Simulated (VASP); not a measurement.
A run of VASP 6.6.1:

Contents of INCAR:

```
ALGO = Normal
EDIFF = 1E-6
ENCUT = 520
GGA = PE
ISIF = 2
ISMEAR = 0
ISPIN = 2
IVDW = 12
LASPH = T
LCHARG = F
LMAXMIX = 4
LORBIT = 11
LREAL = F
LWAVE = F
MAGMOM = 0 1 1 0 0 0 0
NBANDS = 40
NELM = 150
PREC = Accurate
SIGMA = 0.1
```

Contents of KPOINTS:

```
k-points
0
Gamma
  6 6 2
```

POSCAR

```
YPt2S4
1.0
    3.9347280595      0.0000000000      0.0000000000
   -1.9673640298      3.4075744565      0.0000000000
    0.0000000000      0.0000000000      9.6643579141
Y Pt S
1 2 4
Direct
    0.0000000000      0.0000000000      0.0000000000
    0.6666666667      0.3333333333      0.7327285942
    0.3333333333      0.6666666667      0.2672714058
    0.3333333333      0.6666666667      0.8452249718
    0.0000000000      0.0000000000      0.6054740659
    0.0000000000      0.0000000000      0.3945259341
    0.6666666667      0.3333333333      0.1547750282
```

Potentials or basis: VASP PAW PBE potentials, release 64 (Y_sv, Pt, S).

Command:

```bash
$ cat potpaw_PBE.64/Y_sv/POTCAR potpaw_PBE.64/Pt/POTCAR potpaw_PBE.64/S/POTCAR > POTCAR
$ mpirun -np 1 vasp_std > vasp.out
```

Hardware: 1 thread of Intel(R) Xeon(R) 6975P-C (Granite Rapids), with other jobs on the host.

**Question.** Estimate the wall time of this run.

**Answer.** It took 86 s on 1 thread of Intel(R) Xeon(R) 6975P-C (Granite Rapids), on a shared host, peak memory 0.37 GiB. Counts: scf iterations 16, k points 14.
